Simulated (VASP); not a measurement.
Runs of VASP 6.6.1 on Pb3O2. The structure is that of space group P6mm (No. 183), or close to it. The cells are those of the table. 

| task | cell | k mesh | cutoff (eV) | gap on the mesh (eV) | pressure (GPa) | relaxed volume (Å³/atom) | largest force (eV/Å) |
| --- | --- | --- | --- | --- | --- | --- | --- |
| relaxation of cell and atoms | relaxed from a = 6.730, b = 6.730, c = 3.587 Å, angles 90.0, 90.0, 120.0°, 5 atoms | 3 × 3 × 6 | 600 | none | 0.0 | - | 0.01 |
| relaxation of cell and atoms | relaxed from a = 5.836, b = 5.836, c = 4.059 Å, angles 90.0, 90.0, 120.0°, 5 atoms | 3 × 3 × 4 | 600 | none | 0.1 | 27.50 | 0.03 |
| single point | a = 6.730, b = 6.730, c = 3.587 Å, angles 90.0, 90.0, 120.0°, 5 atoms | 3 × 3 × 6 | 520 | none | 0.0 | - | 0.01 |
| single point | a = 6.807, b = 6.807, c = 3.586 Å, angles 90.0, 90.0, 120.0°, 5 atoms | 6 × 6 × 10 | 520 | none | 0.0 | - | 0.02 |
| relaxation of cell and atoms | relaxed from a = 6.730, b = 6.730, c = 3.587 Å, angles 90.0, 90.0, 120.0°, 5 atoms | 6 × 6 × 10 | 600 | none | 0.0 | (a) | - |
| single point | a = 6.730, b = 6.730, c = 3.587 Å, angles 90.0, 90.0, 120.0°, 5 atoms | 3 × 3 × 4 | 520 | none | 0.0 | - | 0.01 |

Alike in all rows: level PBE; potentials or basis VASP PAW PBE potentials, release 64 (Pb_d, O); no spin polarisation; smearing gaussian 0.1 eV.

Question: Fill in the values left out.

Answer: (a) 28.67.

Caveats: some runs use coarse meshes; spin-orbit coupling is left out, which moves the levels of the heavy elements; the relaxation stopped at its first step, so nothing moved (some runs).

A k mesh can miss the band edges, and the runs leave out spin-orbit coupling on Pb.

A gap of «none» marks levels without a gap at the run's occupations.
